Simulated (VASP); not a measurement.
# AlCu (Cmmm) in VASP: further runs

Runs on AlCu. Level: r2SCAN. Tasks: single point.

All numbers are computed with VASP 6.6.1; they aren't measurements. Logs are shortened: lines on timing, memory, paths and dates and some standing lists are left out, and cuts for length are marked.

### 1 The cell of the first run

Symmetry: Cmmm, No. 65, orthorhombic system. The conventional cell has a = 4.112 Å, b = 4.366 Å, c = 2.998 Å, α = 90.00°, β = 90.00°, γ = 90.00°. Al (site symmetry mmm) has 8 Cu at 2.54 to 2.65 Å and 6 Al at 3.00 Å within 3.4 Å. Within 3.4 Å of Cu (site symmetry mmm) lie 8 Al at 2.54 to 2.65 Å and 6 Cu at 3.00 Å.

### 2 Single point, r2SCAN (strain -0.0600 x Voigt [0, 0, 0, 0, 0, 1])

File POSCAR:

```
AlCu
1.0
    2.9975090000     -0.0899252700      0.0000000000
   -0.0899252700      2.9975090000      0.0000000000
    0.0000000000      0.0000000000      2.9975090000
Al Cu
1 1
Direct
    0.0000000000      0.0000000000      0.0000000000
    0.5000000000      0.5000000000      0.5000000000
```

File INCAR.step1:

```
  PREC = Accurate
  ENCUT = 520
  ISMEAR = 0
  SIGMA = 0.15
  LREAL = F
  LASPH = T
  NELM = 60
  NBANDS = 14
  GGA = PE
  ALGO = Normal
  EDIFF = 1E-4
  LWAVE = T
  LCHARG = F
```

File INCAR.step2:

```
  PREC = Accurate
  ENCUT = 520
  EDIFF = 1E-7
  ISMEAR = 0
  SIGMA = 0.15
  LREAL = F
  LASPH = T
  NELM = 60
  ALGO = Normal
  ISIF = 2
  LWAVE = F
  LCHARG = F
  METAGGA = R2SCAN
  LMIXTAU = T
  NBANDS = 14
  ISTART = 1
```

File KPOINTS:

```
Automatic mesh
0
Gamma
  16 16 16
```

Potentials or basis: VASP PAW PBE potentials, release 64 (Al, Cu).

Started as:

```console
> cat potpaw_PBE.64/Al/POTCAR potpaw_PBE.64/Cu/POTCAR > POTCAR
> cp INCAR.step1 INCAR
> mpirun -np 1 vasp_std > vasp.out
> cp INCAR.step2 INCAR
> mpirun -np 1 vasp_std > vasp.out
```

OUTCAR:

```text
PREC = Accurate
   ENCUT = 520
   EDIFF = 1E-7
   ISMEAR = 0
   LREAL = F
   LASPH = T
   NELM = 60
   ISIF = 2
   METAGGA = R2SCAN
   ISTART = 1

 ion  position               nearest neighbor table
   1  0.000  0.000  0.000-   2 2.54   2 2.54   2 2.54   2 2.54   2 2.65   2 2.65   2 2.65   2 2.65

   2  0.500  0.500  0.500-   1 2.54   1 2.54   1 2.54   1 2.54   1 2.65   1 2.65   1 2.65   1 2.65

  LATTYP: Found a base centered orthorhombic cell.
 ALAT       =     4.1119443447
 B/A-ratio  =     1.0618556701
 C/A-ratio  =     0.7289760631

  Lattice vectors:

 A1 = (   2.9975090000,  -0.0899252700,   0.0000000000)
 A2 = (  -0.0899252700,   2.9975090000,   0.0000000000)
 A3 = (   0.0000000000,   0.0000000000,   2.9975090000)

Analysis of symmetry for initial positions (statically):
=====================================================================
 Subroutine PRICEL returns:
 Original cell was already a primitive cell.

 Routine SETGRP: Setting up the symmetry group for a
 base centered orthorhombic supercell.

 Subroutine GETGRP returns: Found  8 space group operations
 (whereof  8 operations were pure point group operations)
 out of a pool of  8 trial point group operations.

The static configuration has the point symmetry D_2h.

Analysis of symmetry for dynamics (positions and initial velocities):
=====================================================================
 Subroutine PRICEL returns:
 Original cell was already a primitive cell.

 Routine SETGRP: Setting up the symmetry group for a
 base centered orthorhombic supercell.

 Subroutine GETGRP returns: Found  8 space group operations
 (whereof  8 operations were pure point group operations)
 out of a pool of  8 trial point group operations.

The dynamic configuration has the point symmetry D_2h.

 Subroutine INISYM returns: Found  8 space group operations
 (whereof  8 operations are pure point group operations),
 and found     1 'primitive' translations

----------------------------------------------------------------------------------------

                                     Primitive cell

  volume of cell :      26.9086

  direct lattice vectors                    reciprocal lattice vectors
     2.997509000 -0.089925270  0.000000000     0.333910861  0.010017326  0.000000000
    -0.089925270  2.997509000  0.000000000     0.010017326  0.333910861  0.000000000
     0.000000000  0.000000000  2.997509000     0.000000000  0.000000000  0.333610341

  length of vectors
[... 91 lines left out ...]
   TEBEG  =    0.0;   TEEND  =   0.0 temperature during run
   PSTRESS=    0.0 pullay stress
   NELECT =      14.0000    total number of electrons
   NUPDOWN=      -1.0000    fix difference up-down
   EMIN   =  10.00;   EMAX   =-10.00  energy-range for DOS
   EFERMI =   0.00;   METHOD = LEGACY
   ISMEAR =     0;   SIGMA  =   0.15  broadening in eV -4-tet -1-fermi 0-gaus
   EFERMI_NEDOS =   21; number of points for ismear=-14 and -15
   IALGO  =     38    algorithm
   IMIX   =      4    mixing-type and parameters
     AMIX     =   0.40;   BMIX     =  1.00
     AMIX_MAG =   1.60;   BMIX_MAG =  1.00
  volume/ion in A,a.u.               =      13.45        90.79
  Fermi-wavevector in a.u.,A,eV,Ry     =   1.316702  2.488205 23.588462  1.733703
  Thomas-Fermi vector in A             =   2.446795
   LORBIT       =      0    0 simple, 1 ext, 2 COOP (PROOUT), +10 PAW based schemes
   METAGGA = R2SCAN    functional components
   LHFCALC =     F    Hartree Fock is set to
   AEXX    =    0.0000 exact exchange contribution
   IVDW    =     0    specifies the selected vdW correction
   LEPSILON=     F    determine dielectric tensor
   LRPA    =     F    only Hartree local field effects (RPA)
 non-spin polarized calculation
 Gauss-broadening in eV      SIGMA  =   0.15
  energy-cutoff  :      520.00
  volume of cell :       26.91
 maximum number of plane-waves:       748
   NGX = 11   NGY = 11   NGZ = 11

 number of electron      14.0000015 magnetization

 Free energy of the ion-electron system (eV)
  ---------------------------------------------------
  ext. energy  EPLUGINS =         0.00000000
  ---------------------------------------------------
  free energy    TOTEN  =       -17.87640919 eV

  energy without entropy =      -17.87059730  energy(sigma->0) =      -17.87350324

 E-fermi :   9.0244     XC(G=0): -12.4284

 val. band max:        9.0148358188   @ k =  -0.2500   0.1875   0.1875
 cond. band min:       9.0257241095   @ k =   0.5000   0.0625   0.5000
 fundamental gap:      0.0108882907
 Fermi energy:         9.0244205570

 k-point     1 :       0.0000    0.0000    0.0000
  band No.  band energies     occupation
      1      -3.0954      2.00000
      2       3.8956      2.00000
      3       3.9152      2.00000
      4       4.9299      2.00000
      5       4.9868      2.00000
      6       5.0507      2.00000
      7      12.9175      0.00000
      8      13.1228      0.00000
      9      13.4307      0.00000
     10      15.5029      0.00000
     11      15.5322      0.00000
     12      20.1508      0.00000
     13      27.9566      0.00000
     14      28.2707      0.00000
[... 377 lines left out ...]
      1      -2.9643      2.00000
      2       3.9107      2.00000
      3       3.9310      2.00000
      4       4.9181      2.00000
      5       4.9449      2.00000
      6       5.0298      2.00000
      7      12.0595      0.00000
      8      12.8303      0.00000
      9      13.2798      0.00000
     10      15.9387      0.00000
     11      16.6029      0.00000
     12      20.6272      0.00000
     13      25.3305      0.00000
     14      27.5512      0.00000

 [... further k-points ...]

------------------------ aborting loop because EDIFF is reached ----------------------------------------

  FORCE on cell =-STRESS in cart. coord.  units (eV):
  Direction    XX          YY          ZZ          XY          YZ          ZX
  --------------------------------------------------------------------------------------
  -------------------------------------------------------------------------------------
  Total       -0.6460579     -0.6460579     -0.8793062      0.5125819      0.0000000      0.0000000
  in kB      -38.4672898    -38.4672898    -52.3552545     30.5199228      0.0000000      0.0000000
  external PRESSURE =     -43.0966114 kB  Pullay stress =       0.0000000 kB

 VOLUME and BASIS-vectors are now :
 -----------------------------------------------------------------------------
  energy-cutoff  :      520.00
  volume of cell :       26.91
      direct lattice vectors                 reciprocal lattice vectors
     2.997509000 -0.089925270  0.000000000     0.333910861  0.010017326  0.000000000
    -0.089925270  2.997509000  0.000000000     0.010017326  0.333910861  0.000000000
     0.000000000  0.000000000  2.997509000     0.000000000  0.000000000  0.333610341

 POSITION                                       TOTAL-FORCE (eV/Angst)
 -----------------------------------------------------------------------------------
      0.00000      0.00000      0.00000        -0.000000      0.000000      0.000000
      1.45379      1.45379      1.49875         0.000000      0.000000      0.000000
 -----------------------------------------------------------------------------------
    total drift:                                0.000000      0.000000     -0.000000

  FREE ENERGIE OF THE ION-ELECTRON SYSTEM (eV)
  ---------------------------------------------------
  free  energy   TOTEN  =       -17.8764091887 eV

  energy  without entropy=      -17.8705972971  energy(sigma->0) =      -17.87350324
```

Wall time 3.6 min (1 thread of Intel Xeon 6975P-C (Granite Rapids), shared host); peak memory 0.36 GiB.

What came out:

| Quantity | Value |
| --- | --- |
| Free energy | -17.8764 eV |
| Pressure | -4.3 GPa |
| Band gap on the k mesh | zero (bands 7 and 8 overlap by 4.94 eV) |

Caveat: the cell differs from its parent crystal (strain -0.0600 x Voigt [0, 0, 0, 0, 0, 1]); the cell stands under tension; the PAW data sets were made with another functional, which shifts forces and pressure a little.

### 3 Single point, r2SCAN (strain +0.0450 x Voigt [0, 0, 0, 0, 0, 1])

File POSCAR:

```
AlCu
1.0
    2.9975090000      0.0674439525      0.0000000000
    0.0674439525      2.9975090000      0.0000000000
    0.0000000000      0.0000000000      2.9975090000
Al Cu
1 1
Direct
    0.0000000000      0.0000000000      0.0000000000
    0.5000000000      0.5000000000      0.5000000000
```

File INCAR.step1:

```
ALGO = Normal
EDIFF = 1E-4
ENCUT = 520
GGA = PE
ISMEAR = 0
LASPH = True
LCHARG = False
LREAL = False
LWAVE = True
NBANDS = 14
NELM = 100
PREC = Accurate
SIGMA = 0.15
```

File INCAR.step2:

```
ALGO = Normal
EDIFF = 1E-6
ENCUT = 520
ISIF = 2
ISMEAR = 0
ISTART = 1
LASPH = True
LCHARG = False
LMIXTAU = True
LREAL = False
LWAVE = False
METAGGA = R2SCAN
NBANDS = 14
NELM = 100
PREC = Accurate
SIGMA = 0.15
```

File KPOINTS:

```
k-points
0
Gamma
  16 16 16
```

Potentials or basis: VASP PAW PBE potentials, release 64 (Al, Cu).

Started as:

```console
> cat potpaw_PBE.64/Al/POTCAR potpaw_PBE.64/Cu/POTCAR > POTCAR
> cp INCAR.step1 INCAR
> mpirun -np 1 vasp_std > vasp.out
> cp INCAR.step2 INCAR
> mpirun -np 1 vasp_std > vasp.out
```

OUTCAR:

```text
EDIFF = 1E-6
   ENCUT = 520
   ISIF = 2
   ISMEAR = 0
   ISTART = 1
   LASPH = True
   LREAL = False
   METAGGA = R2SCAN
   NELM = 100
   PREC = Accurate

 ion  position               nearest neighbor table
   1  0.000  0.000  0.000-   2 2.56   2 2.56   2 2.56   2 2.56   2 2.64   2 2.64   2 2.64   2 2.64

   2  0.500  0.500  0.500-   1 2.56   1 2.56   1 2.56   1 2.56   1 2.64   1 2.64   1 2.64   1 2.64

  LATTYP: Found a base centered orthorhombic cell.
 ALAT       =     4.1437377288
 B/A-ratio  =     1.0460358056
 C/A-ratio  =     0.7233828964

  Lattice vectors:

 A1 = (  -0.0674439525,  -2.9975090000,   0.0000000000)
 A2 = (   2.9975090000,   0.0674439525,   0.0000000000)
 A3 = (   0.0000000000,   0.0000000000,   2.9975090000)

Analysis of symmetry for initial positions (statically):
=====================================================================
 Subroutine PRICEL returns:
 Original cell was already a primitive cell.

 Routine SETGRP: Setting up the symmetry group for a
 base centered orthorhombic supercell.

 Subroutine GETGRP returns: Found  8 space group operations
 (whereof  8 operations were pure point group operations)
[... 179 lines left out ...]
      7      12.9585      0.00000
      8      13.1225      0.00000
      9      13.3441      0.00000
     10      15.4939      0.00000
     11      15.5102      0.00000
     12      20.1343      0.00000
     13      28.1298      0.00000
     14      28.2931      0.00000
[... 377 lines left out ...]
      1      -2.9510      2.00000
      2       3.9157      2.00000
      3       3.9167      2.00000
      4       4.9247      2.00000
      5       4.9551      2.00000
      6       5.0247      2.00000
      7      12.2353      0.00000
      8      12.2793      0.00000
      9      13.2988      0.00000
     10      15.9499      0.00000
     11      16.8567      0.00000
     12      20.6957      0.00000
     13      27.1702      0.00000
     14      27.3515      0.00000

 [... further k-points ...]

------------------------ aborting loop because EDIFF is reached ----------------------------------------

  FORCE on cell =-STRESS in cart. coord.  units (eV):
  Direction    XX          YY          ZZ          XY          YZ          ZX
  --------------------------------------------------------------------------------------
  -------------------------------------------------------------------------------------
  Total       -0.7197989     -0.7197989     -0.8597412     -0.3463669      0.0000000      0.0000000
  in kB      -42.8410560    -42.8410560    -51.1701579    -20.6151003      0.0000000      0.0000000
  external PRESSURE =     -45.6174233 kB  Pullay stress =       0.0000000 kB

 VOLUME and BASIS-vectors are now :
 -----------------------------------------------------------------------------
  energy-cutoff  :      520.00
  volume of cell :       26.92
      direct lattice vectors                 reciprocal lattice vectors
     2.997509000  0.067443953  0.000000000     0.333779317 -0.007510035  0.000000000
     0.067443953  2.997509000  0.000000000    -0.007510035  0.333779317  0.000000000
     0.000000000  0.000000000  2.997509000     0.000000000  0.000000000  0.333610341

 POSITION                                       TOTAL-FORCE (eV/Angst)
 -----------------------------------------------------------------------------------
      0.00000      0.00000      0.00000        -0.000000      0.000000      0.000000
      1.53248      1.53248      1.49875         0.000000      0.000000      0.000000
 -----------------------------------------------------------------------------------
    total drift:                                0.000000      0.000000     -0.000000

  FREE ENERGIE OF THE ION-ELECTRON SYSTEM (eV)
  ---------------------------------------------------
  free  energy   TOTEN  =       -17.8825682846 eV

  energy  without entropy=      -17.8767590654  energy(sigma->0) =      -17.87966368
```

OUTCAR.step1:

```text
EDIFF = 1E-4
   ENCUT = 520
   GGA = PE
   ISMEAR = 0
   LASPH = True
[... 631 lines left out ...]
 -----------------------------------------------------------------------------------
      0.00000      0.00000      0.00000         0.000000     -0.000000      0.000000
      1.53248      1.53248      1.49875        -0.000000      0.000000      0.000000
 -----------------------------------------------------------------------------------
    total drift:                                0.000000      0.000000     -0.000000

  FREE ENERGIE OF THE ION-ELECTRON SYSTEM (eV)
  ---------------------------------------------------
  free  energy   TOTEN  =        -7.7577968115 eV

  energy  without entropy=       -7.7512675718  energy(sigma->0) =       -7.75453219
```

Run time: 3.5 min. Hardware: 1 thread of Intel Xeon 6975P-C (Granite Rapids), shared host; peak memory 0.36 GiB.

What came out:

```yaml
Free_energy: -17.8826 eV
Pressure: -4.6 GPa
Band_gap_on_the_k_mesh: zero (bands 7 and 8 overlap by 4.90 eV)
```

Caveat: the cell differs from its parent crystal (strain +0.0450 x Voigt [0, 0, 0, 0, 0, 1]); the cell stands under tension; the PAW data sets were made with another functional, which shifts forces and pressure a little.
